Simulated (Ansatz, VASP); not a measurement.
PtSe2: VASP beside Ansatz

File INCAR:

```
SYSTEM = PtSe2
  PREC = Accurate
  ENCUT = 520
  EDIFF = 1E-6
  ISMEAR = 0
  SIGMA = 0.05
  LREAL = .False.
  LASPH = .True.
  NELM = 60
  ALGO = Normal
  ISIF = 2
  LWAVE = .False.
  LCHARG = .False.
  LDIPOL = .True.
  IDIPOL = 3
  DIPOL = 0.5 0.5 0.386
  GGA = PE
  IVDW = 12
  NBANDS = 31
```

KPOINTS

```
regular mesh
0
Gamma
  9 9 1
  0 0 0
```

POSCAR

```
PtSe2
1.0
    3.7070358307      0.0000000000      0.0000000000
   -1.8535179153      3.2103872021      0.0000000000
    0.0000000000      0.0000000000     22.7981611688
Se Pt
4 2
Direct
    0.6666666667      0.3333333333      0.1973843402
    0.3333333333      0.6666666667      0.3135814565
    0.6666666667      0.8333333333      0.4587686045
    0.3333333333      1.1666666667      0.5749657208
    0.0000000000      0.0000000000      0.2554828983
    0.0000000000      0.5000000000      0.5168671626
```

Input for Ansatz:

```yaml
crystal:
  lattice:
    - [3.7070358307, 0.0, 0.0]
    - [-1.8535179153, 3.2103872021, 0.0]
    - [0.0, 0.0, 22.7981611688]
  atoms:
    - { symbol: Se, position: [0.6666666667, 0.3333333333, 0.1973843402] }
    - { symbol: Pt, position: [0.0, 0.0, 0.2554828983] }
    - { symbol: Se, position: [0.3333333333, 0.6666666667, 0.3135814565] }
    - { symbol: Se, position: [0.6666666667, 0.8333333333, 0.4587686045] }
    - { symbol: Pt, position: [0.0, 0.5, 0.5168671626] }
    - { symbol: Se, position: [0.3333333333, 1.1666666667, 0.5749657208] }
basis:
  ecutwfc: 420
kpoints:
  mp_grid: { grid: [9, 9, 1] }
hamiltonian:
  xc: pbe
  pseudopotentials: { kind: paw, azcp: { folder: soft_1 } }
  dispersion: d3bj
scf:
  occupations: { method: gaussian, width: 0.05 }
output:
  forces: true
  eigenvalues: true
efield:
  axis: 3
  dipole_correction: true
  ramp_width: 0.04
```

Alike in both runs: task single point; functional PBE; dispersion D3(BJ); k mesh 9 × 9 × 1; occupations gaussian, width 0.05 eV; no spin polarisation.

|  | VASP | Ansatz |
| --- | --- | --- |
| version | VASP 6.6.1 | Ansatz 0.2.0 |
| potentials or method | VASP PAW PBE potentials, release 64 (Se, Pt), cutoff 520 eV | scalar-relativistic, plane waves, PAW |
| valence electrons in the cell | 44 | 100 |

|  | VASP | Ansatz | Ansatz less VASP |
| --- | --- | --- | --- |
| gap on the k mesh at the Fermi level (eV) | 0.81 | 0.82 | +0.008 |
| least direct gap on the mesh (eV) | 1.05 | 1.05 | +0.009 |
| rms of the force components (eV/Å) | 0.032 | 0.033 | +0.0001 |

VASP's potentials hold 44 valence electrons a cell and Ansatz's 100, so a difference there can come from the potentials and not from the codes.

Neither program's run includes spin-orbit coupling.
